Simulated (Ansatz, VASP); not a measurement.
**One calculation of CuO, two programs**

```
Cu O
1.0
     4.17442    0.00000    0.33057
     0.00000    4.15212    0.00000
    -0.41249    0.00000    5.20160
Cu O
4 4
Direct
  0.25000 0.25000 0.00000
  0.25000 0.75000 0.50000
  0.75000 0.75000 0.00000
  0.75000 0.25000 0.50000
  0.50000 0.99996 0.25000
  0.50000 0.00004 0.75000
  0.00000 0.49996 0.25000
  0.00000 0.50004 0.75000
```

Alike in both runs: task single point; functional PBE; k mesh 4 × 4 × 3; occupations gaussian, width 0.05 eV; collinear spin; Hubbard terms Cu d U = 4.0 eV.

|  | VASP | Ansatz |
| --- | --- | --- |
| version | VASP 6.6.1 | Ansatz 0.2.0 |
| potentials or method | VASP PAW PBE potentials, release 64 (Cu, O), cutoff 520 eV | scalar-relativistic, plane waves, PAW |
| valence electrons in the cell | 68 | 100 |

Ansatz gave:

- pressure (GPa): -0.1
- net moment per atom (μB): 0.00
- size of the moment on the site where the two differ most (μB): 0.55

Estimate VASP's values.

pressure (GPa): -2.8; net moment per atom (μB): 0.00; size of the moment on the site where the two differ most (μB): 0.60.

Site moments also hang on the region over which each program counts them. The programs project onto different local orbitals, so the same U acts differently, and such runs can settle in different states. VASP's potentials hold 68 valence electrons a cell and Ansatz's 100, so a difference there can come from the potentials and not from the codes. Ansatz's warnings: filled band counts differ across k points.
